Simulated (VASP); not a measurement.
# Bi (R-3m) in VASP: notebook, part 2 of 2

VASP 6.6.1.

### 4 Single point, PBE+D4

This run uses another cell than the first one, of 34.52 Å³/atom.

File INCAR:

```
  ALGO = Fast
  EDIFF = 1E-7
  ENCUT = 520
  GGA = PE
  ISIF = 2
  ISMEAR = 0
  IVDW = 13
  LASPH = T
  LCHARG = F
  LREAL = F
  LWAVE = F
  NBANDS = 22
  NELM = 100
  PREC = Accurate
  SIGMA = 0.1
```

File KPOINTS:

```
k-points
0
Gamma
  12 12 12
```

File POSCAR:

```
Bi
1.0
    2.2659927070      1.3082714994      3.8816395062
   -2.2659927070      1.3082714994      3.8816395062
    0.0000000000     -2.6165429988      3.8816395062
Bi
2
Direct
    0.2371714107      0.2371714107      0.2371714107
    0.7628285893      0.7628285893      0.7628285893
```

Potentials or basis: VASP PAW PBE potentials, release 64 (Bi_d).

Run with:

```
$ cat potpaw_PBE.64/Bi_d/POTCAR > POTCAR
$ mpirun -np 1 vasp_std > vasp.out
```

OUTCAR:

```text
EDIFF = 1E-7
   ENCUT = 520
   GGA = PE
   ISIF = 2
   ISMEAR = 0
   IVDW = 13
   LASPH = T
   LREAL = F
   NELM = 100
   PREC = Accurate

 ion  position               nearest neighbor table
   1  0.237  0.237  0.237-   2 3.09   2 3.09   2 3.09   2 3.44   2 3.44   2 3.44
   2  0.763  0.763  0.763-   1 3.09   1 3.09   1 3.09   1 3.44   1 3.44   1 3.44

  LATTYP: Found a trigonal (rhomboedric) cell.
 ALAT       =     4.6811774716
 COS(alpha) =     0.5313627578

  Lattice vectors:

 A1 = (   2.2659927070,   1.3082714994,   3.8816395062)
 A2 = (  -2.2659927070,   1.3082714994,   3.8816395062)
 A3 = (   0.0000000000,  -2.6165429988,   3.8816395062)

Analysis of symmetry for initial positions (statically):
=====================================================================
 Subroutine PRICEL returns:
 Original cell was already a primitive cell.

 Routine SETGRP: Setting up the symmetry group for a
 trigonal (rhombohedral) supercell.

 Subroutine GETGRP returns: Found 12 space group operations
 (whereof 12 operations were pure point group operations)
 out of a pool of 12 trial point group operations.

The static configuration has the point symmetry D_3d.

Analysis of symmetry for dynamics (positions and initial velocities):
=====================================================================
 Subroutine PRICEL returns:
 Original cell was already a primitive cell.

 Routine SETGRP: Setting up the symmetry group for a
 trigonal (rhombohedral) supercell.

 Subroutine GETGRP returns: Found 12 space group operations
 (whereof 12 operations were pure point group operations)
 out of a pool of 12 trial point group operations.

The dynamic configuration has the point symmetry D_3d.

 Subroutine INISYM returns: Found 12 space group operations
 (whereof 12 operations are pure point group operations),
 and found     1 'primitive' translations

----------------------------------------------------------------------------------------

                                     Primitive cell

  volume of cell :      69.0435

  direct lattice vectors                    reciprocal lattice vectors
     2.265992707  1.308271499  3.881639506     0.220653843  0.127394556  0.085874366
    -2.265992707  1.308271499  3.881639506    -0.220653843  0.127394556  0.085874366
     0.000000000 -2.616542999  3.881639506     0.000000000 -0.254789112  0.085874366

  length of vectors
     4.681177472  4.681177472  4.681177472     0.268871528  0.268871528  0.268871528

  position of ions in fractional coordinates (direct lattice)
     0.237171411  0.237171411  0.237171411
     0.762828589  0.762828589  0.762828589

  ion indices of the primitive-cell ions
   primitive index   ion index
                 1           1
                 2           2

----------------------------------------------------------------------------------------

 KPOINTS: k-points

Automatic generation of k-mesh.
 Grid dimensions read from file:
 generate k-points for:   12   12   12

 Generating k-lattice:

  Cartesian coordinates                     Fractional coordinates (reciprocal lattice)
     0.018387820  0.010616213  0.007156197     0.083333333  0.000000000 -0.000000000
    -0.018387820  0.010616213  0.007156197     0.000000000  0.083333333 -0.000000000
     0.000000000 -0.021232426  0.007156197    -0.000000000 -0.000000000  0.083333333

  Length of vectors
     0.022405961  0.022405961  0.022405961

  Shift w.r.t. Gamma in fractional coordinates (k-lattice)
     0.000000000  0.000000000  0.000000000

 Subroutine IBZKPT returns following result:
 ===========================================

 Found    189 irreducible k-points:

 Following reciprocal coordinates:
            Coordinates               Weight
  0.000000  0.000000  0.000000      1.000000
  0.083333 -0.000000  0.000000      6.000000
  0.166667 -0.000000  0.000000      6.000000
  0.250000 -0.000000  0.000000      6.000000
  0.333333 -0.000000  0.000000      6.000000
  0.416667 -0.000000  0.000000      6.000000
[... 16 lines left out ...]
  0.500000  0.166667  0.000000     12.000000
 -0.416667  0.166667  0.000000     12.000000
 [... further k-points ...]
   k-points           NKPTS =    189   k-points in BZ     NKDIM =    189   number of bands    NBANDS=     22
   number of dos      NEDOS =    301   number of ions     NIONS =      2
   total plane-waves  NPLWV =  46656
   dimension x,y,z NGX =    36 NGY =   36 NGZ =   36
   dimension x,y,z NGXF=    72 NGYF=   72 NGZF=   72
   ions per type =               2
   NGX,Y,Z   is equivalent  to a cutoff of  12.78, 12.78, 12.78 a.u.
   NGXF,Y,Z  is equivalent  to a cutoff of  25.57, 25.57, 25.57 a.u.
 SYSTEM =  unknown system
   PREC   = accura    normal or accurate (medium, high low for compatibility)
   ISTART =      0    job   : 0-new  1-cont  2-samecut
   ICHARG =      2    charge: 1-file 2-atom 10-const
   ISPIN  =      1    spin polarized calculation?
   LNONCOLLINEAR =      F non collinear calculations
   LSORBIT =      F    spin-orbit coupling
   LASPH  =      T    aspherical Exc in radial PAW
   ENCUT  =  520.0 eV  38.22 Ry    6.18 a.u.   8.70  8.70  8.70*2*pi/ulx,y,z
   NELM   =    100;   NELMIN=  2; NELMDL= -5     # of ELM steps
   EDIFF  = 0.1E-06   stopping-criterion for ELM
   LREAL  =      F    real-space projection
   EDIFFG = 0.1E-05   stopping-criterion for IOM
   NSW    =      0    number of steps for IOM
   IBRION =     -1    ionic relax: 0-MD 1-quasi-New 2-CG
   NFREE  =      0    steps in history (QN), initial steepest desc. (CG)
   ISIF   =      2    stress and relaxation
   ISYM   =      2    0-nonsym 1-usesym 2-fastsym
   POTIM  = 0.5000    time-step for ionic-motion
   TEBEG  =    0.0;   TEEND  =   0.0 temperature during run
   PSTRESS=    0.0 pullay stress
   NELECT =      30.0000    total number of electrons
   NUPDOWN=      -1.0000    fix difference up-down
   EMIN   =  10.00;   EMAX   =-10.00  energy-range for DOS
   EFERMI =   0.00;   METHOD = LEGACY
   ISMEAR =     0;   SIGMA  =   0.10  broadening in eV -4-tet -1-fermi 0-gaus
   EFERMI_NEDOS =   21; number of points for ismear=-14 and -15
   IALGO  =     68    algorithm
   IMIX   =      4    mixing-type and parameters
     AMIX     =   0.40;   BMIX     =  1.00
     AMIX_MAG =   1.60;   BMIX_MAG =  1.00
  volume/ion in A,a.u.               =      34.52       232.96
  Fermi-wavevector in a.u.,A,eV,Ry     =   1.239960  2.343184 20.918965  1.537501
  Thomas-Fermi vector in A             =   2.374421
   LORBIT       =      0    0 simple, 1 ext, 2 COOP (PROOUT), +10 PAW based schemes
   GGA     = PE    functional components
   LHFCALC =     F    Hartree Fock is set to
   AEXX    =    0.0000 exact exchange contribution
   IVDW    =    13    specifies the selected vdW correction
   LEPSILON=     F    determine dielectric tensor
   LRPA    =     F    only Hartree local field effects (RPA)
 non-spin polarized calculation
 RMM-DIIS sequential band-by-band and
 Gauss-broadening in eV      SIGMA  =   0.10
  energy-cutoff  :      520.00
  volume of cell :       69.04
 maximum number of plane-waves:      1883
   NGX = 17   NGY = 17   NGZ = 17

 number of electron      30.0000002 magnetization

 Free energy of the ion-electron system (eV)
  ---------------------------------------------------
  ext. energy  EPLUGINS =         0.00000000
  ---------------------------------------------------
  free energy    TOTEN  =        -7.74447978 eV

  energy without entropy =       -7.74331561  energy(sigma->0) =       -7.74389770

 E-fermi :   6.5436     XC(G=0):  -9.6312

 val. band max:        6.5322380881   @ k =   0.4167   0.0833   0.0833
 cond. band min:       6.6344817814   @ k =   0.4167  -0.0000   0.0000
 fundamental gap:      0.1022436934
 Fermi energy:         6.5436015490

 k-point     1 :       0.0000    0.0000    0.0000
  band No.  band energies     occupation
      1     -16.4005      2.00000
      2     -16.4005      2.00000
      3     -16.2468      2.00000
      4     -16.2468      2.00000
      5     -16.2369      2.00000
      6     -16.0588      2.00000
[... 14 lines left out ...]
     21      12.2340      0.00000
     22      12.7847      0.00000
[... 552 lines left out ...]
  band No.  band energies     occupation
      1     -16.3104      2.00000
      2     -16.2145      2.00000
      3     -16.1981      2.00000
      4     -16.1810      2.00000
      5     -16.1608      2.00000
      6     -16.1457      2.00000
[... 14 lines left out ...]
     21      14.5620      0.00000
     22      16.7466      0.00000

 [... further k-points ...]

------------------------ aborting loop because EDIFF is reached ----------------------------------------

  DFT-D4 for vdW energy calculation

  Edisp (eV):   -1.00470

  FORCE on cell =-STRESS in cart. coord.  units (eV):
  Direction    XX          YY          ZZ          XY          YZ          ZX
  --------------------------------------------------------------------------------------
  -------------------------------------------------------------------------------------
  Total      -0.02438    -0.02438    -0.02398     0.00000    -0.00000     0.00000
  in kB      -0.56584    -0.56584    -0.55648     0.00000    -0.00000     0.00000
  external pressure =       -0.56 kB  Pullay stress =        0.00 kB

 VOLUME and BASIS-vectors are now :
 -----------------------------------------------------------------------------
  energy-cutoff  :      520.00
  volume of cell :       69.04
      direct lattice vectors                 reciprocal lattice vectors
     2.265992707  1.308271499  3.881639506     0.220653843  0.127394556  0.085874366
    -2.265992707  1.308271499  3.881639506    -0.220653843  0.127394556  0.085874366
     0.000000000 -2.616542999  3.881639506     0.000000000 -0.254789112  0.085874366

 POSITION                                       TOTAL-FORCE (eV/Angst)
 -----------------------------------------------------------------------------------
      0.00000      0.00000      2.76184         0.000000      0.000000      0.005617
      0.00000      0.00000      8.88308         0.000000      0.000000     -0.005617
 -----------------------------------------------------------------------------------
    total drift:                               -0.000000     -0.000000      0.000000

  FREE ENERGIE OF THE ION-ELECTRON SYSTEM (eV)
  ---------------------------------------------------
  free  energy   TOTEN  =        -8.7491807068 eV

  energy  without entropy=       -8.7480165356  energy(sigma->0) =       -8.74859862
```

Wall time 4.2 min (1 thread of Intel Xeon Platinum 8259CL at 2.50GHz (Skylake/Cascade Lake), shared host); peak memory 0.36 GiB.

What came out:

* Free energy: -8.7492 eV
* Pressure: -0.1 GPa
* Largest force: 0.006 eV/Å
* Band gap on the k mesh: zero (bands 15 and 16 overlap by 0.20 eV)
* Dispersion energy per atom: -0.502 eV

Forces in eV/Å, atoms in the order of the input:
```
Bi   0.000  0.000  0.006
Bi   0.000  0.000 -0.006
```

Levels at points of the mesh, in eV from the Fermi level:
```csv
k point,band 11,band 12,band 13,band 14,band 15,band 16,band 17,band 18,band 19,band 20
"(0.00, 0.00, 0.00)",-13.16,-7.40,-1.50,-1.24,-1.24,2.76,3.05,3.05,5.52,5.69
"(0.50, 0.00, 0.00)",-11.15,-10.62,-1.13,-1.00,-0.26,-0.25,0.38,0.78,7.74,8.53
"(0.50, 0.50, 0.00)",-11.27,-9.41,-4.84,-3.11,-2.98,2.47,5.03,5.38,6.96,9.68
"(0.50, 0.50, 0.50)",-11.72,-10.15,-0.81,-0.52,-0.52,0.52,0.52,0.56,7.30,9.01
```

Caveat: spin-orbit coupling is left out, which moves the levels of the heavy elements.

### 5 Relaxation of cell and atoms, PBE+D4

This run uses another cell than the first one, of 34.52 Å³/atom.

File INCAR:

```
SYSTEM = Bi
PREC = Accurate ; ENCUT = 600
EDIFF = 1E-6 ; ISMEAR = -1
SIGMA = 0.15 ; LREAL = .FALSE.
LASPH = .TRUE. ; NELM = 60
ALGO = Fast ; ISIF = 3
LWAVE = .FALSE. ; LCHARG = .FALSE.
GGA = PE ; IVDW = 13
IBRION = 2 ; NSW = 80
EDIFFG = -0.001
```

File KPOINTS:

```
regular mesh
0
G
  12 12 12
  0 0 0
```

POSCAR is that of step 4.

Run with:

```
$ cat potpaw_PBE.64/Bi_d/POTCAR > POTCAR
$ mpirun -np 1 vasp_std > vasp.out
```

Wall time 68 min (1 thread of Intel Xeon Platinum 8259CL at 2.50GHz (Skylake/Cascade Lake), shared host); peak memory 0.45 GiB.

The run converged. Its results:

* Free energy: -8.7638 eV
* Relaxed volume: 34.40 Å³/atom
* Relaxed cell: a = 4.670 Å, b = 4.670 Å, c = 4.670 Å, α = 58.05°, β = 58.05°, γ = 58.05°
* Space group after relaxing (to 0.1 Å): R-3m (No. 166)
* Energy gained by relaxing: 0.3 meV/atom
* Ionic steps: 52
* Pressure after relaxing: 0.0 GPa
* Band gap on the k mesh: zero (bands 15 and 16 overlap by 0.21 eV)
* Dispersion energy per atom: -0.504 eV

Step by step:
```tsv
step	energy change (eV)	largest force (eV/Å)	pressure (GPa)	volume (Å³)
1	0.0000	0.0505	0.05	69.04
3	-0.0002	0.0124	-0.12	69.23
5	-0.0004	0.0107	0.01	68.64
7	-0.0005	0.0030	0.02	68.90
9	-0.0005	0.0111	-0.06	68.91
11	-0.0005	0.0068	-0.04	68.90
13	-0.0005	0.0094	-0.04	68.76
15	-0.0005	0.0003	0.00	68.82
17	-0.0005	0.0003	-0.01	68.80
19	-0.0005	0.0012	-0.01	68.79
21	-0.0005	0.0034	0.01	68.79
23	-0.0005	0.0050	0.01	68.80
25	-0.0005	0.0003	-0.02	68.80
27	-0.0005	0.0003	-0.01	68.79
29	-0.0005	0.0014	0.00	68.79
31	-0.0005	0.0018	0.00	68.79
33	-0.0005	0.0010	0.01	68.81
35	-0.0005	0.0003	-0.01	68.82
37	-0.0005	0.0033	-0.02	68.81
39	-0.0005	0.0006	-0.03	68.81
41	-0.0005	0.0024	0.01	68.80
43	-0.0005	0.0025	0.02	68.81
45	-0.0005	0.0005	0.00	68.81
47	-0.0005	0.0007	0.00	68.81
49	-0.0005	0.0024	-0.01	68.81
51	-0.0005	0.0024	0.00	68.80
52	-0.0005	0.0005	0.00	68.80
```

Final structure:
```
CELL_PARAMETERS angstrom
2.26593 1.30823 3.86815
-2.26593 1.30823 3.86815
0.00000 -2.61647 3.86815
ATOMIC_POSITIONS crystal
Bi 0.23812 0.23812 0.23812
Bi 0.76188 0.76188 0.76188
```

Levels at points of the mesh, in eV from the Fermi level:
| k point | band 11 | band 12 | band 13 | band 14 | band 15 | band 16 | band 17 | band 18 | band 19 |
| --- | --- | --- | --- | --- | --- | --- | --- | --- | --- |
| (0.00, 0.00, 0.00) | -13.22 | -7.45 | -1.56 | -1.29 | -1.29 | 2.78 | 3.02 | 3.02 | 5.43 |
| (0.50, 0.00, 0.00) | -11.19 | -10.70 | -1.12 | -0.99 | -0.31 | -0.30 | 0.28 | 0.66 | 7.75 |
| (0.50, 0.50, 0.00) | -11.32 | -9.45 | -4.92 | -3.18 | -3.04 | 2.46 | 4.99 | 5.30 | 6.94 |
| (0.50, 0.50, 0.50) | -11.72 | -10.26 | -0.82 | -0.54 | -0.54 | 0.42 | 0.42 | 0.46 | 7.33 |

Caveat: spin-orbit coupling is left out, which moves the levels of the heavy elements.

### 6 The runs side by side

| task | cell | k mesh | cutoff (eV) | smearing | gap on the mesh (eV) | pressure (GPa) | largest force (eV/Å) |
| --- | --- | --- | --- | --- | --- | --- | --- |
| single point | a = 4.729 Å, angles 57.3°, 2 atoms, atomic positions A | 6 × 6 × 6 | 520 | gaussian 0.1 eV | none | -0.1 | 0.12 |
| single point | a = 4.673 Å, angles 58.0°, 2 atoms, atomic positions B | 12 × 12 × 12 | 520 | fermi-dirac 0.15 eV | none | 0.0 | 0.01 |
| single point | a = 4.681 Å, angles 57.9°, 2 atoms, atomic positions C | 12 × 12 × 12 | 520 | gaussian 0.1 eV | none | -0.1 | 0.01 |
| relaxation of cell and atoms | relaxed from a = 4.681 Å, angles 57.9°, 2 atoms, atomic positions C | 12 × 12 × 12 | 600 | fermi-dirac 0.15 eV | none | 0.0 | - |

Alike in all rows: level PBE+D4; potentials or basis VASP PAW PBE potentials, release 64 (Bi_d); no spin polarisation.

Caveats: spin-orbit coupling is left out, which moves the levels of the heavy elements.

Total energies depend on the potentials used, so only differences within one code and one set of settings carry meaning.

The gap in the log of VASP goes by the Fermi energy; the results here count the filled bands.